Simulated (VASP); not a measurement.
Wanted: the native input for a VASP 6.6.1 run.

| Quantity | Value |
| --- | --- |
| Task | electric field gradients |
| Functional | PBE |
| Potentials or basis | VASP PAW PBE potentials, release 64 (Au) |
| Cutoff | 520 eV |
| k mesh | 17 × 17 × 9 |
| Occupations | fermi-dirac, width 0.02 eV |
| Spin | no spin polarisation |
| Dipole correction | no |
| Further INCAR settings | ALGO = Normal; EDIFF = 1e-08; NBANDS = 18 |

The structure of Au lies in POSCAR:

```
Au
1.0
    2.9000000000      0.0000000000      0.0000000000
   -1.4500000000      2.5114736710      0.0000000000
    0.0000000000      0.0000000000      4.8800000000
Au
2
Direct
    0.3333333333      0.6666666667      0.7500000000
    0.6666666667      0.3333333333      0.2500000000
```

This isn't the form of Au at room conditions, which is fcc.

One way to write it, as run:

INCAR

```
PREC     = Accurate       # precision mode
ENCUT    = 520            # plane-wave cutoff, eV
EDIFF    = 1E-8           # SCF threshold, eV
ISMEAR   = -1             # smearing method
SIGMA    = 0.02           # smearing width, eV
LREAL    = False          # projectors in reciprocal space
LASPH    = True           # aspherical terms in the spheres
NELM     = 60             # most SCF steps
ALGO     = Normal         # electronic algorithm
ISIF     = 2              # what is computed and relaxed
LWAVE    = False          # write WAVECAR
LCHARG   = False          # write CHGCAR
GGA      = PE             # functional
LEFG     = True         
NBANDS   = 18             # bands
```

KPOINTS

```
Automatic mesh
0
Gamma
  17 17 9
```

Potentials or basis: VASP PAW PBE potentials, release 64 (Au).

The run is started by

```bash
$ cat potpaw_PBE.64/Au/POTCAR > POTCAR
$ mpirun -np 1 vasp_std > vasp.out
```

Results of the run:

```
Pressure                                : 1.5 GPa
Band gap on the k mesh                  : zero (bands 11 and 12 overlap by 5.96 eV)
Largest electric field gradient by atom : Au +20.9 V/Å²
```

Caveat: without QUAD_EFG the Cq values of the log hold for a quadrupole moment of 1 mb, not for the nuclei; spin-orbit coupling is left out, which moves the levels of the heavy elements.

It took 110 s on 1 thread of Intel Xeon 8259CL, on a shared host, peak memory 0.22 GiB.
